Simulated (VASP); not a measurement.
Input of a VASP 6.6.1 run:

Contents of INCAR:

```
PREC = Accurate
ENCUT = 520
EDIFF = 1E-6
ISMEAR = 0
SIGMA = 0.15
LREAL = F
LASPH = T
NELM = 60
ALGO = Normal
ISIF = 2
LWAVE = F
LCHARG = F
GGA = PS
NBANDS = 11
```

The input KPOINTS:

```
Automatic mesh
0
Gamma
  16 16 16
```

POSCAR

```
HCl
1.0
    0.0000000000      2.6750000000      2.6837000000
    2.5150000000      0.0000000000      2.6837000000
    2.5150000000      2.6750000000      0.0000000000
H Cl
1 1
Direct
    0.0000000000      0.0000000000      0.0000000000
    0.5000000000      0.5000000000      0.5000000000
```

Potentials or basis: VASP PAW PBE potentials, release 64 (H, Cl).

Launch:

```console
$ cat potpaw_PBE.64/H/POTCAR potpaw_PBE.64/Cl/POTCAR > POTCAR
$ mpirun -np 1 vasp_std > vasp.out
```

**Question.** Predict the band gap on the k mesh.

**Answer.** Zero (band 4 reaches -1.41 eV, above the bottom of band 5 at -1.72 eV).

**Question.** Predict the pressure.

**Answer.** -11.1 GPa.

Stress tensor (GPa, compression positive):
```
-15.08   0.00   0.00
  0.00  -9.28   0.00
  0.00   0.00  -9.04
```

Caveat: the cell differs from its parent crystal (strain -0.0600 x Voigt [0, 0, 1, 0, 0, 0]); the PAW data sets were made with another functional, which shifts forces and pressure a little.
